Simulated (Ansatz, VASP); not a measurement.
## Li3SiN2: VASP beside Ansatz

File INCAR:

```
SYSTEM = Li3SiN2
PREC = Accurate
ENCUT = 520
EDIFF = 1E-6
ISMEAR = 0
SIGMA = 0.1
LREAL = .False.
LASPH = .True.
NELM = 150
ALGO = Normal
ISIF = 2
LWAVE = .False.
LCHARG = .True.
ISPIN = 2
MAGMOM = 0 0 0 0 1 1
LORBIT = 11
GGA = PE
LELF = .True.
LVHAR = .True.
NBANDS = 24
```

The input KPOINTS:

```
regular mesh
0
Gamma
  6 6 2
  0 0 0
```

File POSCAR:

```
Li3SiN2
1.0
    2.7986203700      0.0000000000      0.0000000000
    0.0000000000      2.7986203700      0.0000000000
    0.0000000000      0.0000000000      8.4732018400
Li Si N
3 1 2
Direct
    0.0000000000      0.0000000000      0.8390681100
    0.0000000000      0.0000000000      0.1609318900
    0.0000000000      0.0000000000      0.5000000000
    0.5000000000      0.5000000000      0.0000000000
    0.5000000000      0.5000000000      0.3248246900
    0.5000000000      0.5000000000      0.6751753100
```

Input for Ansatz:

```yaml
crystal:
  lattice:
    - [2.79862037, 0.0, 0.0]
    - [0.0, 2.79862037, 0.0]
    - [0.0, 0.0, 8.47320184]
  atoms:
    - { symbol: Li, position: [0.0, 0.0, 0.83906811] }
    - { symbol: Li, position: [0.0, 0.0, 0.16093189] }
    - { symbol: Li, position: [0.0, 0.0, 0.5] }
    - { symbol: Si, position: [0.5, 0.5, 0.0] }
    - { symbol: "N", position: [0.5, 0.5, 0.32482469], spin: 1.0 }
    - { symbol: "N", position: [0.5, 0.5, 0.67517531], spin: 1.0 }
basis:
  ecutwfc: 420
kpoints:
  mp_grid: { grid: [6, 6, 2] }
hamiltonian:
  xc: pbe
scf:
  occupations: { method: gaussian, width: 0.1 }
  lower_state_search: "off"
output:
  forces: true
  stress: true
  eigenvalues: true
  populations: true
magnetization:
  spin_polarized: true
```

Change from the starting cell: species swapped into the Li3Tl2Cd type (P4/mmm, No. 123).

Alike in both runs: task single point; functional PBE; k mesh 6 × 6 × 2; occupations gaussian, width 0.1 eV; collinear spin.

```csv
,VASP,Ansatz
version,VASP 6.6.1,Ansatz 0.2.0
potentials or method,"VASP PAW PBE potentials, release 64 (Li_sv, Si, N), cutoff 520 eV","scalar-relativistic, plane waves, PAW"
valence electrons in the cell,23,23
```

```tsv
	VASP	Ansatz	Ansatz less VASP
gap on the k mesh at the Fermi level (eV)	none	none	-
rms of the force components (eV/Å)	1.048	1.045	-0.0028
net moment per atom (μB)	0.21	0.21	+0.001
size of the moment on the site where the two differ most (μB)	0.49	0.62	+0.130
```

Site moments also hang on the region over which each program counts them. Atom by atom the forces differ by 0.003 eV/Å (rms over components). A gap of «none» marks a metal or a gap that the smearing closes.

The k mesh is coarse, so the values compare programs but aren't converged. Noted on VASP's run: the cutoff is short for stress, so the pressure is rough.
